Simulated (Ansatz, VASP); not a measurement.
**Pt: VASP beside Ansatz**

```
CELL_PARAMETERS angstrom
14.00000 0.00000 0.00000
0.00000 14.40000 0.00000
0.00000 0.00000 14.80000
ATOMIC_POSITIONS crystal
Pt 0.50000 0.50000 0.50000
```

Alike in both runs: task single point; functional LDA; k mesh 1 × 1 × 1; occupations fermi-dirac, width 0.01 eV; collinear spin.

|  | VASP | Ansatz |
| --- | --- | --- |
| version | VASP 6.6.1 | Ansatz 0.2.0 |
| potentials or method | VASP PAW LDA potentials, release 64 (Pt), cutoff 520 eV | plane waves (420 eV) with PAW, scalar-relativistic |
| valence electrons in the cell | 10 | 18 |

```csv
,VASP,Ansatz,Ansatz less VASP
net moment per atom (μB),2.00,2.00,0.000
size of the moment on the site where the two differ most (μB),1.43,2.00,+0.571
```

Ansatz warns that its potentials were made for another functional, while VASP's fit it. LDA's correlation is that of Perdew and Zunger in VASP and of Perdew and Wang (1992) in Ansatz. Site moments also hang on the region over which each program counts them. VASP's potentials hold 10 valence electrons a cell and Ansatz's 18, so a difference there can come from the potentials and not from the codes. Ansatz's warnings: open shared shell at semilocal close, stability check not made.

Spin-orbit coupling is off throughout.
